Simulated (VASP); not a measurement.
# Si3N4 (P6_3/m) in VASP: single point with PBE

Aim: the single point of Si3N4 with PBE.

Program: VASP 6.6.1. These are calculated values, not measurements. Logs are shortened: lines on timing, memory, paths and dates and some standing lists are left out, and cuts for length are marked.

### 1 The cell of the first run

Symmetry: P6_3/m, No. 176, hexagonal system. Conventional cell: a = 7.604 Å, b = 7.604 Å, c = 2.906 Å, α = 90.00°, β = 90.00°, γ = 120.00°. Si (site symmetry m) has 4 N at 1.73 to 1.74 Å within 2.3 Å. N (site symmetry m) has 3 Si at 1.74 Å within 2.3 Å. Within 2.3 Å of N (site symmetry -6) lie 3 Si at 1.73 Å.

### 2 Single point, PBE

INCAR reads:

```
SYSTEM = Si3N4
PREC = Accurate
ENCUT = 520
EDIFF = 1E-6
ISMEAR = -1
SIGMA = 0.02
LREAL = .FALSE.
LASPH = .TRUE.
NELM = 80
ALGO = Normal
ISIF = 2
LWAVE = .FALSE.
LCHARG = .FALSE.
GGA = PE
NBANDS = 45
```

KPOINTS reads:

```
regular mesh
0
G
  4 4 10
  0 0 0
```

POSCAR reads:

```
Si3N4
1.0
    7.6044000000      0.0000000000      0.0000000000
   -3.8022000000      6.5856035805      0.0000000000
    0.0000000000      0.0000000000      2.9063000000
Si N
6 8
Direct
    0.7679796747      0.1740937292      0.2500000000
    0.5938859455      0.7679796747      0.7500000000
    0.8259062708      0.5938859455      0.2500000000
    0.2320203253      0.8259062708      0.7500000000
    0.4061140545      0.2320203253      0.2500000000
    0.1740937292      0.4061140545      0.7500000000
    0.0299692425      0.3298825355      0.2500000000
    0.7000867070      0.0299692425      0.7500000000
    0.6701174645      0.7000867070      0.2500000000
    0.9700307575      0.6701174645      0.7500000000
    0.2999132930      0.9700307575      0.2500000000
    0.3298825355      0.2999132930      0.7500000000
    0.6666666667      0.3333333333      0.2500000000
    0.3333333333      0.6666666667      0.7500000000
```

Potentials or basis: VASP PAW PBE potentials, release 64 (Si, N).

Command:

```
$ cat potpaw_PBE.64/Si/POTCAR potpaw_PBE.64/N/POTCAR > POTCAR
$ mpirun -np 1 vasp_std > vasp.out
```

OUTCAR:

```text
SYSTEM = Si3N4
   PREC = Accurate
   ENCUT = 520
   EDIFF = 1E-6
   ISMEAR = -1
   LREAL = .FALSE.
   LASPH = .TRUE.
   NELM = 80
   ISIF = 2
   GGA = PE

 ion  position               nearest neighbor table
   1  0.768  0.174  0.250-  13 1.73   7 1.74   8 1.74   8 1.74   3 3.00   5 3.00   2 3.05   2 3.05
                             6 3.05   6 3.05
   2  0.594  0.768  0.750-  14 1.73   8 1.74   9 1.74   9 1.74   6 3.00   4 3.00   1 3.05   1 3.05
                             3 3.05   3 3.05
   3  0.826  0.594  0.250-  13 1.73   9 1.74  10 1.74  10 1.74   1 3.00   5 3.00   4 3.05   4 3.05
                             2 3.05   2 3.05
   4  0.232  0.826  0.750-  14 1.73  10 1.74  11 1.74  11 1.74   6 3.00   2 3.00   5 3.05   5 3.05
                             3 3.05   3 3.05
   5  0.406  0.232  0.250-  13 1.73  11 1.74  12 1.74  12 1.74   3 3.00   1 3.00   4 3.05   4 3.05
                             6 3.05   6 3.05
   6  0.174  0.406  0.750-  14 1.73  12 1.74   7 1.74   7 1.74   4 3.00   2 3.00   1 3.05   1 3.05
                             5 3.05   5 3.05
   7  0.030  0.330  0.250-   1 1.74   6 1.74   6 1.74
   8  0.700  0.030  0.750-   2 1.74   1 1.74   1 1.74
   9  0.670  0.700  0.250-   3 1.74   2 1.74   2 1.74
  10  0.970  0.670  0.750-   4 1.74   3 1.74   3 1.74
  11  0.300  0.970  0.250-   5 1.74   4 1.74   4 1.74
  12  0.330  0.300  0.750-   6 1.74   5 1.74   5 1.74
  13  0.667  0.333  0.250-   1 1.73   3 1.73   5 1.73
  14  0.333  0.667  0.750-   4 1.73   6 1.73   2 1.73

  LATTYP: Found a hexagonal cell.
 ALAT       =     7.6044000000
 C/A-ratio  =     0.3821866288

  Lattice vectors:

 A1 = (   7.6044000000,   0.0000000000,   0.0000000000)
 A2 = (  -3.8022000000,   6.5856035805,   0.0000000000)
 A3 = (   0.0000000000,   0.0000000000,   2.9063000000)

Analysis of symmetry for initial positions (statically):
=====================================================================
 Subroutine PRICEL returns:
 Original cell was already a primitive cell.

 Routine SETGRP: Setting up the symmetry group for a
 hexagonal supercell.

 Subroutine GETGRP returns: Found 12 space group operations
 (whereof  6 operations were pure point group operations)
 out of a pool of 24 trial point group operations.

The static configuration has the point symmetry S_6 .
 The point group associated with its full space group is C_6h.

Analysis of symmetry for dynamics (positions and initial velocities):
=====================================================================
 Subroutine PRICEL returns:
 Original cell was already a primitive cell.

[... 147 lines left out ...]
   EFERMI_NEDOS =   21; number of points for ismear=-14 and -15
   IALGO  =     38    algorithm
   IMIX   =      4    mixing-type and parameters
     AMIX     =   0.40;   BMIX     =  1.00
     AMIX_MAG =   1.60;   BMIX_MAG =  1.00
  volume/ion in A,a.u.               =      10.40        70.16
  Fermi-wavevector in a.u.,A,eV,Ry     =   1.244900  2.352520 21.085986  1.549776
  Thomas-Fermi vector in A             =   2.379146
   LORBIT       =      0    0 simple, 1 ext, 2 COOP (PROOUT), +10 PAW based schemes
   GGA     = PE    functional components
   LHFCALC =     F    Hartree Fock is set to
   AEXX    =    0.0000 exact exchange contribution
   IVDW    =     0    specifies the selected vdW correction
   LEPSILON=     F    determine dielectric tensor
   LRPA    =     F    only Hartree local field effects (RPA)
 non-spin polarized calculation
  energy-cutoff  :      520.00
  volume of cell :      145.55
 maximum number of plane-waves:      3965
 NGX is ok and might be reduce to    60
   NGX = 29   NGY = 29   NGZ = 11

 number of electron      63.9999992 magnetization

 Free energy of the ion-electron system (eV)
  ---------------------------------------------------
  ext. energy  EPLUGINS =         0.00000000
  ---------------------------------------------------
  free energy    TOTEN  =      -114.49238715 eV

  energy without entropy =     -114.49238715  energy(sigma->0) =     -114.49238715

 E-fermi :   7.2246     XC(G=0): -10.8087

 val. band max:        6.7687922124   @ k =   0.0000   0.0000   0.2000
 cond. band min:      11.0957029172   @ k =   0.0000   0.0000   0.0000
 fundamental gap:      4.3269107049
 Fermi energy:         7.2246006725

 k-point     1 :       0.0000    0.0000    0.0000
  band No.  band energies     occupation
      1     -11.4558      2.00000
      2      -9.9939      2.00000
      3      -9.9939      2.00000
      4      -9.3487      2.00000
      5      -9.2224      2.00000
      6      -9.2224      2.00000
[... 1117 lines left out ...]
     43      14.4079      0.00000
     44      14.4079      0.00000
 [bands above 44 left out]

------------------------ aborting loop because EDIFF is reached ----------------------------------------

  FORCE on cell =-STRESS in cart. coord.  units (eV):
  Direction    XX          YY          ZZ          XY          YZ          ZX
  --------------------------------------------------------------------------------------
  -------------------------------------------------------------------------------------
  Total        4.7470180      4.7470180      4.7293117     -0.0000000     -0.0000000      0.0000000
  in kB       52.2553162     52.2553162     52.0604046     -0.0000004     -0.0000000      0.0000000
  external PRESSURE =      52.1903456 kB  Pullay stress =       0.0000000 kB

 VOLUME and BASIS-vectors are now :
 -----------------------------------------------------------------------------
  energy-cutoff  :      520.00
  volume of cell :      145.55
      direct lattice vectors                 reciprocal lattice vectors
     7.604400000  0.000000000  0.000000000     0.131502814  0.075923185  0.000000000
    -3.802200000  6.585603580  0.000000000     0.000000000  0.151846370  0.000000000
     0.000000000  0.000000000  2.906300000     0.000000000  0.000000000  0.344080102

 POSITION                                       TOTAL-FORCE (eV/Angst)
 -----------------------------------------------------------------------------------
      5.17809      1.14651      0.72657        -0.011828      0.000643      0.000000
      1.59613      5.05761      2.17972        -0.006471     -0.009922     -0.000000
      4.02245      3.91110      0.72657         0.005357     -0.010565      0.000000
     -1.37589      5.43909      2.17972         0.011828     -0.000643     -0.000000
      2.20607      1.52799      0.72657         0.006471      0.009922      0.000000
     -0.22025      2.67451      2.17972        -0.005357      0.010565     -0.000000
     -1.02638      2.17248      0.72657        -0.004827     -0.014000     -0.000000
      5.20979      0.19737      2.17972         0.009711     -0.011181     -0.000000
      2.43397      4.61049      0.72657         0.014538      0.002820     -0.000000
      4.82858      4.41313      2.17972         0.004827      0.014000     -0.000000
     -1.40759      6.38824      0.72657        -0.009711      0.011181     -0.000000
      1.36823      1.97511      2.17972        -0.014538     -0.002820     -0.000000
      3.80220      2.19520      0.72657         0.000000      0.000000      0.000000
     -0.00000      4.39040      2.17972         0.000000      0.000000     -0.000000
 -----------------------------------------------------------------------------------
    total drift:                                0.000000      0.000000     -0.000000

  FREE ENERGIE OF THE ION-ELECTRON SYSTEM (eV)
  ---------------------------------------------------
  free  energy   TOTEN  =      -114.4923871463 eV

  energy  without entropy=     -114.4923871463  energy(sigma->0) =     -114.49238715
```

OSZICAR:

```text
N       E                     dE             d eps       ncg     rms          rms(c)
DAV:   1     0.289034528385E+03    0.28903E+03   -0.31934E+04  2160   0.132E+03
DAV:   2    -0.108100430127E+03   -0.39713E+03   -0.37687E+03  2781   0.281E+02
DAV:   3    -0.130926058116E+03   -0.22826E+02   -0.22680E+02  2744   0.712E+01
DAV:   4    -0.131280790148E+03   -0.35473E+00   -0.35359E+00  2728   0.949E+00
DAV:   5    -0.131288780838E+03   -0.79907E-02   -0.79829E-02  2664   0.137E+00    0.296E+01
DAV:   6    -0.114627208493E+03    0.16662E+02   -0.58724E+01  2616   0.308E+01    0.132E+01
DAV:   7    -0.114536915513E+03    0.90293E-01   -0.31090E+00  2744   0.727E+00    0.630E+00
DAV:   8    -0.114490542093E+03    0.46373E-01   -0.17175E-01  2616   0.201E+00    0.217E+00
DAV:   9    -0.114489701298E+03    0.84080E-03   -0.39154E-02  2736   0.103E+00    0.311E-01
DAV:  10    -0.114491607850E+03   -0.19066E-02   -0.37950E-03  2483   0.272E-01    0.174E-01
DAV:  11    -0.114492332602E+03   -0.72475E-03   -0.93854E-04  2472   0.157E-01    0.275E-02
DAV:  12    -0.114492365136E+03   -0.32533E-04   -0.48058E-05  2648   0.380E-02    0.110E-02
DAV:  13    -0.114492382951E+03   -0.17815E-04   -0.19199E-05  2432   0.207E-02    0.503E-03
DAV:  14    -0.114492386253E+03   -0.33023E-05   -0.27394E-06  2376   0.884E-03    0.312E-03
DAV:  15    -0.114492387146E+03   -0.89311E-06   -0.18374E-06  1960   0.562E-03
   1 F= -.11449239E+03 E0= -.11449239E+03  d E =-.181602E-11
```

Run time: 3.9 min. Hardware: 1 thread of Intel Xeon 8259CL, shared host; peak memory 0.33 GiB.

Results:

| Item | Value |
| --- | --- |
| Free energy | -114.4924 eV |
| Pressure | 5.2 GPa |
| Largest force | 0.015 eV/Å |
| Band gap on the k mesh | 4.33 eV (least direct gap 4.52 eV) |

Forces on the atoms (eV/Å):
```
Si  -0.012  0.001  0.000
Si  -0.006 -0.010  0.000
Si   0.005 -0.011  0.000
Si   0.012 -0.001  0.000
Si   0.006  0.010  0.000
Si  -0.005  0.011  0.000
N   -0.005 -0.014  0.000
N    0.010 -0.011  0.000
N    0.015  0.003  0.000
N    0.005  0.014  0.000
N   -0.010  0.011  0.000
N   -0.015 -0.003  0.000
N    0.000  0.000  0.000
N    0.000  0.000  0.000
```

Caveat: the cell stands under pressure.
